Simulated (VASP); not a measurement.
# Mg3ZrN2 in VASP: a series of runs

The runs below take Mg3ZrN2 through single point, with PBE.

Everything below comes from runs of VASP 6.6.1. Logs are shortened: lines on timing, memory, paths and dates and some standing lists are left out, and cuts for length are marked.

### 1 The cell of the first run

The typed cell holds 6 atoms: a = 6.245 Å, b = 4.502 Å, c = 4.326 Å, α = 89.97°, β = 133.61°, γ = 90.03°.

### 2 Single point, PBE

File INCAR:

```
SYSTEM = Mg3ZrN2
  PREC = Accurate
  ENCUT = 600
  EDIFF = 1E-6
  ISMEAR = 0
  SIGMA = 0.2
  LREAL = .False.
  LASPH = .True.
  NELM = 120
  ALGO = Normal
  ISIF = 2
  LWAVE = .False.
  LCHARG = .True.
  GGA = PE
  LELF = .True.
  LVHAR = .True.
  NBANDS = 23
  GGA_COMPAT = .False.
```

File KPOINTS:

```
regular mesh
0
Gamma
  4 4 3
  0 0 0
```

File POSCAR:

```
Mg3ZrN2
1.0
    6.2417210090      0.2101792448      0.0012842508
   -0.1509688440      4.4131611479      0.8753436885
   -2.9625070834     -0.7083658204      3.0720895263
Mg Zr N
3 1 2
Direct
    0.5000000000      0.5000000000      0.5000000000
    0.5000000000      0.0000000000      0.0000000000
    0.0000000000      0.0000000000      0.0000000000
    0.0000000000      0.5000000000      0.5000000000
    0.5000000000      0.0000000000      0.5000000000
    0.0000000000      0.5000000000      0.0000000000
```

Potentials or basis: VASP PAW PBE potentials, release 64 (Mg, Zr_sv, N).

Command:

```bash
cat potpaw_PBE.64/Mg/POTCAR potpaw_PBE.64/Zr_sv/POTCAR potpaw_PBE.64/N/POTCAR > POTCAR
mpirun -np 1 vasp_std > vasp.out
```

OUTCAR:

```text
SYSTEM = Mg3ZrN2
   PREC = Accurate
   ENCUT = 600
   EDIFF = 1E-6
   ISMEAR = 0
   LREAL = .False.
   LASPH = .True.
   NELM = 120
   ISIF = 2
   GGA = PE

 ion  position               nearest neighbor table
   1  0.500  0.500  0.500-   5 2.25   5 2.25   6 2.26   6 2.26   2 3.12   2 3.12   2 3.12   2 3.12
                             4 3.12   4 3.12   4 3.14   4 3.14   3 3.19   3 3.19   3 3.19   3 3.19
   2  0.500  0.000  0.000-   5 2.16   5 2.16   1 3.12   1 3.12   1 3.12   1 3.12   3 3.12   3 3.12
                             3 3.14   3 3.14   4 3.19   4 3.19   4 3.19   4 3.19
   3  0.000  0.000  0.000-   6 2.25   6 2.25   5 2.26   5 2.26   4 3.12   4 3.12   4 3.12   4 3.12
                             2 3.12   2 3.12   2 3.14   2 3.14   1 3.19   1 3.19   1 3.19   1 3.19
   4  0.000  0.500  0.500-   6 2.16   6 2.16   3 3.12   3 3.12   3 3.12   3 3.12   1 3.12   1 3.12
                             1 3.14   1 3.14   2 3.19   2 3.19   2 3.19   2 3.19
   5  0.500  0.000  0.500-   2 2.16   2 2.16   1 2.25   1 2.25   3 2.26   3 2.26
   6  0.000  0.500  0.000-   4 2.16   4 2.16   3 2.25   3 2.25   1 2.26   1 2.26

  LATTYP: Found a triclinic cell.
 ALAT       =     6.2418329066
 B/A-ratio  =     0.7212092151
 C/A-ratio  =     0.7244414638
 COS(alpha) =     0.0001659690
 COS(beta)  =     0.0029499702
 COS(gamma) =     0.7208445026

  Lattice vectors:

 A1 = (  -2.8115382394,  -5.1215269683,   2.1967458378)
 A2 = (   0.1509688440,  -4.4131611479,  -0.8753436885)
 A3 = (   3.2792139256,  -0.4981865756,   3.0733737771)

Analysis of symmetry for initial positions (statically):
=====================================================================
 Subroutine PRICEL returns:
 Original cell was already a primitive cell.

 Routine SETGRP: Setting up the symmetry group for a
 triclinic supercell.

 Subroutine GETGRP returns: Found  2 space group operations
 (whereof  2 operations were pure point group operations)
 out of a pool of  2 trial point group operations.

The static configuration has the point symmetry S_2 .

Analysis of symmetry for dynamics (positions and initial velocities):
=====================================================================
 Subroutine PRICEL returns:
 Original cell was already a primitive cell.

 Routine SETGRP: Setting up the symmetry group for a
 triclinic supercell.

 Subroutine GETGRP returns: Found  2 space group operations
 (whereof  2 operations were pure point group operations)
 out of a pool of  2 trial point group operations.

The dynamic configuration has the point symmetry S_2 .

 Subroutine INISYM returns: Found  2 space group operations
 (whereof  2 operations are pure point group operations),
 and found     1 'primitive' translations

----------------------------------------------------------------------------------------

                                     Primitive cell

  volume of cell :      88.0626

  direct lattice vectors                    reciprocal lattice vectors
     6.241721009  0.210179245  0.001284251     0.160995673 -0.024180790  0.149677271
    -0.150968844  4.413161148  0.875343688    -0.007342499  0.217787585  0.043137114
    -2.962507083 -0.708365820  3.072089526     0.002024827 -0.062045045  0.313157533

  length of vectors
     6.245258851  4.501667411  4.326195143     0.221150634  0.222139945  0.319251199

  position of ions in fractional coordinates (direct lattice)
     0.500000000  0.500000000  0.500000000
     0.500000000  1.000000000  0.000000000
     0.000000000  0.000000000  0.000000000
     1.000000000  0.500000000  0.500000000
     0.500000000  0.000000000  0.500000000
     1.000000000  0.500000000  0.000000000

  ion indices of the primitive-cell ions
   primitive index   ion index
                 1           1
                 2           2
                 3           3
                 4           4
                 5           5
                 6           6

----------------------------------------------------------------------------------------

 KPOINTS: regular mesh

Automatic generation of k-mesh.
 Grid dimensions read from file:
 generate k-points for:    4    4    3

 Generating k-lattice:

  Cartesian coordinates                     Fractional coordinates (reciprocal lattice)
     0.040248918 -0.006045198  0.037419318     0.250000000 -0.000000000  0.000000000
    -0.001835625  0.054446896  0.010784279    -0.000000000  0.250000000  0.000000000
     0.000674942 -0.020681682  0.104385844     0.000000000  0.000000000  0.333333333

  Length of vectors
     0.055287659  0.055534986  0.106417066

  Shift w.r.t. Gamma in fractional coordinates (k-lattice)
     0.000000000  0.000000000  0.000000000

 Subroutine IBZKPT returns following result:
 ===========================================

 Found     26 irreducible k-points:

 Following reciprocal coordinates:
            Coordinates               Weight
  0.000000  0.000000  0.000000      1.000000
  0.250000  0.000000  0.000000      2.000000
  0.500000  0.000000  0.000000      1.000000
 -0.000000  0.250000  0.000000      2.000000
  0.250000  0.250000  0.000000      2.000000
  0.500000  0.250000  0.000000      2.000000
[... 16 lines left out ...]
 -0.000000 -0.250000  0.333333      2.000000
  0.250000 -0.250000  0.333333      2.000000
 [... further k-points ...]
   k-points           NKPTS =     26   k-points in BZ     NKDIM =     26   number of bands    NBANDS=     23
   number of dos      NEDOS =    301   number of ions     NIONS =      6
   total plane-waves  NPLWV =  64800
   dimension x,y,z NGX =    50 NGY =   36 NGZ =   36
   dimension x,y,z NGXF=   100 NGYF=   72 NGZF=   72
   ions per type =               3   1   2
   NGX,Y,Z   is equivalent  to a cutoff of  13.31, 13.29, 13.83 a.u.
   NGXF,Y,Z  is equivalent  to a cutoff of  26.62, 26.59, 27.67 a.u.
 SYSTEM =  Mg3ZrN2
   PREC   = accura    normal or accurate (medium, high low for compatibility)
   ISTART =      0    job   : 0-new  1-cont  2-samecut
   ICHARG =      2    charge: 1-file 2-atom 10-const
   ISPIN  =      1    spin polarized calculation?
   LNONCOLLINEAR =      F non collinear calculations
   LSORBIT =      F    spin-orbit coupling
   LASPH  =      T    aspherical Exc in radial PAW
   ENCUT  =  600.0 eV  44.10 Ry    6.64 a.u.  12.47  8.99  8.64*2*pi/ulx,y,z
   NELM   =    120;   NELMIN=  2; NELMDL= -5     # of ELM steps
   EDIFF  = 0.1E-05   stopping-criterion for ELM
   LREAL  =      F    real-space projection
   EDIFFG = 0.1E-04   stopping-criterion for IOM
   NSW    =      0    number of steps for IOM
   IBRION =     -1    ionic relax: 0-MD 1-quasi-New 2-CG
   NFREE  =      0    steps in history (QN), initial steepest desc. (CG)
   ISIF   =      2    stress and relaxation
   ISYM   =      2    0-nonsym 1-usesym 2-fastsym
   POTIM  = 0.5000    time-step for ionic-motion
   TEBEG  =    0.0;   TEEND  =   0.0 temperature during run
   PSTRESS=    0.0 pullay stress
   NELECT =      28.0000    total number of electrons
   NUPDOWN=      -1.0000    fix difference up-down
   EMIN   =  10.00;   EMAX   =-10.00  energy-range for DOS
   EFERMI =   0.00;   METHOD = LEGACY
   ISMEAR =     0;   SIGMA  =   0.20  broadening in eV -4-tet -1-fermi 0-gaus
   EFERMI_NEDOS =   21; number of points for ismear=-14 and -15
   IALGO  =     38    algorithm
   IMIX   =      4    mixing-type and parameters
     AMIX     =   0.40;   BMIX     =  1.00
     AMIX_MAG =   1.60;   BMIX_MAG =  1.00
  volume/ion in A,a.u.               =      14.68        99.05
  Fermi-wavevector in a.u.,A,eV,Ry     =   1.117370  2.111524 16.987094  1.248516
  Thomas-Fermi vector in A             =   2.253992
   LORBIT       =      0    0 simple, 1 ext, 2 COOP (PROOUT), +10 PAW based schemes
   GGA     = PE    functional components
   LHFCALC =     F    Hartree Fock is set to
   AEXX    =    0.0000 exact exchange contribution
   IVDW    =     0    specifies the selected vdW correction
   LEPSILON=     F    determine dielectric tensor
   LRPA    =     F    only Hartree local field effects (RPA)
 non-spin polarized calculation
 Gauss-broadening in eV      SIGMA  =   0.20
  energy-cutoff  :      600.00
  volume of cell :       88.06
 maximum number of plane-waves:      2956
 NGX is ok and might be reduce to    50
   NGX = 25   NGY = 17   NGZ = 17

 number of electron      28.0000001 magnetization

 Free energy of the ion-electron system (eV)
  ---------------------------------------------------
  ext. energy  EPLUGINS =         0.00000000
  ---------------------------------------------------
  free energy    TOTEN  =       -32.27517885 eV

  energy without entropy =      -32.22875415  energy(sigma->0) =      -32.25196650

 E-fermi :   5.4391     XC(G=0): -10.2488

 val. band max:        5.4213711083   @ k =  -0.2500   0.5000   0.3333
 cond. band min:       5.5316881212   @ k =   0.2500   0.0000   0.3333
 fundamental gap:      0.1103170129
 Fermi energy:         5.4390622722

 k-point     1 :       0.0000    0.0000    0.0000
  band No.  band energies     occupation
      1     -43.8944      2.00000
      2     -21.9707      2.00000
      3     -21.9686      2.00000
      4     -21.9651      2.00000
      5      -9.1617      2.00000
      6      -7.6068      2.00000
[... 15 lines left out ...]
     22      11.3197      0.00000
     23      11.5320      0.00000

 k-point     2 :       0.2500    0.0000    0.0000
  band No.  band energies     occupation
      1     -43.8941      2.00000
      2     -21.9740      2.00000
      3     -21.9702      2.00000
      4     -21.9671      2.00000
      5      -9.0366      2.00000
      6      -7.7067      2.00000
[... 15 lines left out ...]
     22      11.0696      0.00000
     23      12.6890      0.00000

 k-point     3 :       0.5000    0.0000    0.0000
  band No.  band energies     occupation
      1     -43.8939      2.00000
      2     -21.9816      2.00000
      3     -21.9698      2.00000
      4     -21.9668      2.00000
      5      -8.8838      2.00000
      6      -7.8358      2.00000
[... 15 lines left out ...]
     22      11.7302      0.00000
     23      13.3214      0.00000

 k-point     4 :      -0.0000    0.2500    0.0000
  band No.  band energies     occupation
      1     -43.8941      2.00000
      2     -21.9790      2.00000
      3     -21.9681      2.00000
      4     -21.9646      2.00000
      5      -9.0352      2.00000
      6      -7.7048      2.00000
[... 15 lines left out ...]
     22      11.0789      0.00000
     23      12.7039      0.00000

 k-point     5 :       0.2500    0.2500    0.0000
  band No.  band energies     occupation
      1     -43.8939      2.00000
      2     -21.9783      2.00000
      3     -21.9733      2.00000
      4     -21.9666      2.00000
      5      -8.9437      2.00000
      6      -7.7392      2.00000
[... 15 lines left out ...]
     22      12.1964      0.00000
     23      12.4691      0.00000

 k-point     6 :       0.5000    0.2500    0.0000
  band No.  band energies     occupation
      1     -43.8937      2.00000
      2     -21.9807      2.00000
      3     -21.9776      2.00000
      4     -21.9664      2.00000
      5      -8.8408      2.00000
      6      -7.7852      2.00000
[... 15 lines left out ...]
     22      11.4440      0.00000
     23      12.9857      0.00000

 k-point     7 :      -0.2500    0.2500   -0.0000
  band No.  band energies     occupation
      1     -43.8939      2.00000
      2     -21.9783      2.00000
      3     -21.9733      2.00000
      4     -21.9666      2.00000
      5      -8.9438      2.00000
      6      -7.7390      2.00000
[... 353 lines left out ...]
     22      12.3626      0.00000
     23      12.9590      0.00000

 k-point    21 :       0.5000    0.5000    0.3333
  band No.  band energies     occupation
      1     -43.8927      2.00000
      2     -22.0398      2.00000
      3     -21.9827      2.00000
      4     -21.9652      2.00000
      5      -8.1215      2.00000
      6      -7.7139      2.00000
[... 15 lines left out ...]
     22      11.8202      0.00000
     23      12.8824      0.00000

 k-point    22 :      -0.2500    0.5000    0.3333
  band No.  band energies     occupation
      1     -43.8928      2.00000
      2     -22.0401      2.00000
      3     -21.9830      2.00000
      4     -21.9626      2.00000
      5      -8.1368      2.00000
      6      -7.7328      2.00000
[... 15 lines left out ...]
     22      11.8272      0.00000
     23      12.7042      0.00000

 k-point    23 :      -0.0000   -0.2500    0.3333
  band No.  band energies     occupation
      1     -43.8927      2.00000
      2     -22.0398      2.00000
      3     -21.9744      2.00000
      4     -21.9729      2.00000
      5      -8.1994      2.00000
      6      -7.6184      2.00000
[... 15 lines left out ...]
     22      11.9091      0.00000
     23      12.8777      0.00000

 k-point    24 :       0.2500   -0.2500    0.3333
  band No.  band energies     occupation
      1     -43.8927      2.00000
      2     -22.0394      2.00000
      3     -21.9756      2.00000
      4     -21.9741      2.00000
      5      -8.1312      2.00000
      6      -7.6674      2.00000
[... 15 lines left out ...]
     22      11.8693      0.00000
     23      12.8137      0.00000

 [... further k-points ...]
[... 5 lines left out ...]
  --------------------------------------------------------------------------------------
  -------------------------------------------------------------------------------------
  Total       -0.0603105     -0.1878889     -0.1889700      0.0266657     -0.0088932     -0.0184766
  in kB       -1.0972667     -3.4183813     -3.4380504      0.4851467     -0.1618002     -0.3361564
  external PRESSURE =      -2.6512328 kB  Pullay stress =       0.0000000 kB

 VOLUME and BASIS-vectors are now :
 -----------------------------------------------------------------------------
  energy-cutoff  :      600.00
  volume of cell :       88.06
      direct lattice vectors                 reciprocal lattice vectors
     6.241721009  0.210179245  0.001284251     0.160995673 -0.024180790  0.149677271
    -0.150968844  4.413161148  0.875343688    -0.007342499  0.217787585  0.043137114
    -2.962507083 -0.708365820  3.072089526     0.002024827 -0.062045045  0.313157533

 POSITION                                       TOTAL-FORCE (eV/Angst)
 -----------------------------------------------------------------------------------
      1.56412      1.95749      1.97436         0.000000     -0.000000      0.000000
      3.12086      0.10509      0.00064         0.000000      0.000000     -0.000000
      0.00000      0.00000      0.00000        -0.000000     -0.000000      0.000000
     -1.55674      1.85240      1.97372         0.000000      0.000000      0.000000
      1.63961     -0.24909      1.53669         0.000000     -0.000000      0.000000
     -0.07548      2.20658      0.43767         0.000000     -0.000000      0.000000
 -----------------------------------------------------------------------------------
    total drift:                               -0.000000     -0.000000      0.000000

  FREE ENERGIE OF THE ION-ELECTRON SYSTEM (eV)
  ---------------------------------------------------
  free  energy   TOTEN  =       -32.2751788506 eV

  energy  without entropy=      -32.2287541520  energy(sigma->0) =      -32.25196650
```

Wall time 74 s (1 thread of Intel Xeon 6975P-C (Granite Rapids), shared host); peak memory 0.26 GiB.

Results:

| Property | Result |
| --- | --- |
| Free energy | -32.2752 eV |
| Pressure | -0.3 GPa |
| Band gap on the k mesh | zero (band 14 reaches 5.53 eV, above the bottom of band 15 at 5.29 eV) |

Caveat: the k points lie up to 0.67 Å⁻¹ apart.

### 3 Single point, PBE

This run uses another cell than the first one, of 16.26 Å³/atom, 1.108 times its volume.

File INCAR:

```
PREC = Accurate ; ENCUT = 600
EDIFF = 1E-6 ; ISMEAR = 0
SIGMA = 0.2 ; LREAL = False
LASPH = True ; NELM = 120
ALGO = Normal ; ISIF = 2
LWAVE = False ; LCHARG = False
GGA = PE ; NBANDS = 23
GGA_COMPAT = False
```

File KPOINTS:

```
regular mesh
0
Gamma
  4 4 4
```

File POSCAR:

```
Mg3ZrN2
1.0
    3.4872816162     -3.4960232784      0.1588529299
    3.4872816162      3.4960232784      0.1588529299
   -0.1966350635      0.0000000000      3.9931425073
Mg Zr N
3 1 2
Direct
    0.0000000000      0.5000000000      0.0000000000
    0.5000000000      0.0000000000      0.0000000000
    0.5000000000      0.5000000000      0.0000000000
    0.0000000000      0.0000000000      0.5000000000
    0.0000000000      0.5000000000      0.5000000000
    0.5000000000      0.0000000000      0.5000000000
```

Potentials or basis: VASP PAW PBE potentials, release 64 (Mg, Zr_sv, N).

Command:

```bash
cat potpaw_PBE.64/Mg/POTCAR potpaw_PBE.64/Zr_sv/POTCAR potpaw_PBE.64/N/POTCAR > POTCAR
mpirun -np 1 vasp_std > vasp.out
```

Run time: 53 s. Hardware: 1 thread of Intel Xeon 6975P-C (Granite Rapids), shared host; peak memory 0.25 GiB.

Results (log left out):

| Property | Result |
| --- | --- |
| Free energy | -28.3541 eV |
| Pressure | 0.0 GPa |
| Band gap on the k mesh | zero (band 14 reaches 4.57 eV, above the bottom of band 15 at 4.14 eV) |

Stress tensor (GPa, compression positive):
```
 0.05  0.00  0.11
 0.00  0.01  0.00
 0.11  0.00 -0.19
```

Levels at points of the mesh, in eV from the Fermi level:
```
           k point  band 11  band 12  band 13  band 14  band 15  band 16  band 17  band 18
(0.00, 0.00, 0.00)    -2.26    -1.22    -1.21    -0.45     0.73     1.08     1.08     2.78
(0.50, 0.00, 0.00)    -2.60    -2.24    -2.22     0.02     1.15     1.99     2.39     2.44
(0.50, 0.50, 0.00)    -2.99    -1.60    -0.66    -0.38    -0.38     0.92     2.43     2.44
(0.00, 0.00, 0.50)    -1.24    -1.24    -1.05    -1.05     0.31     1.26     2.02     2.48
(0.50, 0.00, 0.50)    -2.18    -1.85    -0.74    -0.51     0.26     1.33     1.75     2.53
(0.50, 0.50, 0.50)    -3.30    -2.18    -0.81    -0.53     1.25     1.26     2.62     3.16
```

Caveat: the k points lie up to 0.39 Å⁻¹ apart.
